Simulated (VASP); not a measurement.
Write the native input for VASP 6.6.1 that does the following.

- Task: single point
- Functional: PBEsol
- Potentials or basis: VASP PAW PBE potentials, release 64 (Li_sv, Ta_sv_GW, O)
- Cutoff: 880 eV
- k mesh: 10 × 10 × 10
- Occupations: gaussian, width 0.05 eV
- Spin: no spin polarisation
- Dipole correction: no
- Further INCAR settings: ALGO = Normal; EDIFF = 1e-06; NBANDS = 33

The structure of Li3TaO4 lies in POSCAR:

```
Li3TaO4
1.0
   -2.0422644308      2.0422644308      4.2529592940
    2.0422644308     -2.0422644308      4.2529592940
    2.0422644308      2.0422644308     -4.2529592940
Li Ta O
3 1 4
Direct
    0.5191043446      0.5191043446      0.0000000000
    0.2516135462      0.7516135462      0.5000000000
    0.7516135462      0.2516135462      0.5000000000
   -0.0004700506     -0.0004700506      0.0000000000
   -0.0002385830      0.4997614170      0.5000000000
    0.7723126020      0.7723126020      0.0000000000
    0.4997614170     -0.0002385830      0.5000000000
    0.2237939466      0.2237939466      0.0000000000
```

This cell differs from its parent crystal: atoms displaced along a vibrational mode.

One way to write it, as run:

INCAR

```
PREC     = Accurate       # precision mode
ENCUT    = 880            # plane-wave cutoff, eV
EDIFF    = 1E-6           # SCF threshold, eV
ISMEAR   = 0              # smearing method
SIGMA    = 0.05           # smearing width, eV
LREAL    = False          # projectors in reciprocal space
LASPH    = True           # aspherical terms in the spheres
NELM     = 120            # most SCF steps
ALGO     = Normal         # electronic algorithm
ISIF     = 2              # what is computed and relaxed
LWAVE    = False          # write WAVECAR
LCHARG   = False          # write CHGCAR
GGA      = PS             # functional
NBANDS   = 33             # bands
GGA_COMPAT= False
```

KPOINTS

```
regular mesh
0
Gamma
  10 10 10
```

Potentials or basis: VASP PAW PBE potentials, release 64 (Li_sv, Ta_sv_GW, O).

The run is started by

```console
$ cat potpaw_PBE.64/Li_sv/POTCAR potpaw_PBE.64/Ta_sv_GW/POTCAR potpaw_PBE.64/O/POTCAR > POTCAR
$ mpirun -np 1 vasp_std > vasp.out
```

It gave:

```json
{"Pressure": "0.4 GPa", "Largest force": "0.094 eV/Å", "Band gap on the k mesh": "1.59 eV (least direct gap 1.65 eV)"}
```

Caveat: the cell differs from its parent crystal (atoms displaced along a vibrational mode); the PAW data sets were made with another functional, which shifts forces and pressure a little; spin-orbit coupling is left out, which moves the levels of the heavy elements.

It took 17 min on 1 thread of Intel(R) Xeon(R) Platinum 8488C (Sapphire Rapids), with other jobs on the host, peak memory 0.69 GiB.
